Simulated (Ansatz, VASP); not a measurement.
## One calculation of Al3Cu2, two programs

INCAR

```
SYSTEM = Al3Cu2
PREC = Accurate
ENCUT = 520
EDIFF = 1E-6
ISMEAR = 0
SIGMA = 0.15
LREAL = .FALSE.
LASPH = .TRUE.
NELM = 80
ALGO = Fast
ISIF = 2
LWAVE = .FALSE.
LCHARG = .TRUE.
GGA = PS
LELF = .TRUE.
LVHAR = .TRUE.
NBANDS = 42
```

The input KPOINTS:

```
regular mesh
0
G
  13 13 5
  0 0 0
```

The input POSCAR:

```
Al3Cu2
1.0
   -2.0492928026     -3.5494792536      0.0000000000
    2.0492928026     -3.5494792536      0.0000000000
    0.0000000000      0.0000000000      9.8142016679
Al Cu
6 4
Direct
    1.0000000000      1.0000000000      0.5476949396
    1.0000000000      1.0000000000      0.0400529528
    0.6666666667      0.6666666667      0.7261341367
    0.6666666667      0.6666666667      0.2184921499
    0.3333333333      0.3333333333      0.8768977293
    0.3333333333      0.3333333333      0.3692557425
    0.6666666667      0.6666666667      0.9752767040
    0.6666666667      0.6666666667      0.4676347172
    0.3333333333      0.3333333333      0.6277551620
    0.3333333333      0.3333333333      0.1201131752
```

Input for Ansatz:

```yaml
crystal:
  lattice:
    - [-2.0492928026, -3.5494792536, 0.0]
    - [2.0492928026, -3.5494792536, 0.0]
    - [0.0, 0.0, 9.8142016679]
  atoms:
    - { symbol: Al, position: [1.0, 1.0, 0.5476949396] }
    - { symbol: Al, position: [1.0, 1.0, 0.0400529528] }
    - { symbol: Al, position: [0.6666666667, 0.6666666667, 0.7261341367] }
    - { symbol: Al, position: [0.6666666667, 0.6666666667, 0.2184921499] }
    - { symbol: Al, position: [0.3333333333, 0.3333333333, 0.8768977293] }
    - { symbol: Al, position: [0.3333333333, 0.3333333333, 0.3692557425] }
    - { symbol: Cu, position: [0.6666666667, 0.6666666667, 0.975276704] }
    - { symbol: Cu, position: [0.6666666667, 0.6666666667, 0.4676347172] }
    - { symbol: Cu, position: [0.3333333333, 0.3333333333, 0.627755162] }
    - { symbol: Cu, position: [0.3333333333, 0.3333333333, 0.1201131752] }
basis:
  ecutwfc: 420
kpoints:
  mp_grid: { grid: [13, 13, 5] }
hamiltonian:
  xc: pbesol
scf:
  occupations: { method: gaussian, width: 0.15 }
output:
  forces: true
  stress: true
  eigenvalues: true
```

Alike in both runs: task single point; functional PBEsol; k mesh 13 × 13 × 5; occupations gaussian, width 0.15 eV; no spin polarisation.

|  | VASP | Ansatz |
| --- | --- | --- |
| version | VASP 6.6.1 | Ansatz 0.2.0 |
| potentials or method | VASP PAW PBE potentials, release 64 (Al, Cu), cutoff 520 eV | scalar-relativistic, plane waves, PAW |
| valence electrons in the cell | 62 | 94 |

```csv
,VASP,Ansatz,Ansatz less VASP
gap on the k mesh at the Fermi level (eV),none,none,-
pressure (GPa),2.6,2.1,-0.45
"traceless stress, the component that is largest in VASP (GPa)",2.32,2.31,-0.016
rms of the force components (eV/Å),0.247,0.246,-0.0017
```

VASP's potentials were made for PBE, not for PBEsol. Atom by atom the forces differ by 0.003 eV/Å (rms over components). A gap of «none» marks a metal or a gap that the smearing closes. With one functional, cell and mesh, what is left measures potentials, basis and numerics. VASP's potentials hold 62 valence electrons a cell and Ansatz's 94, so a difference there can come from the potentials and not from the codes.
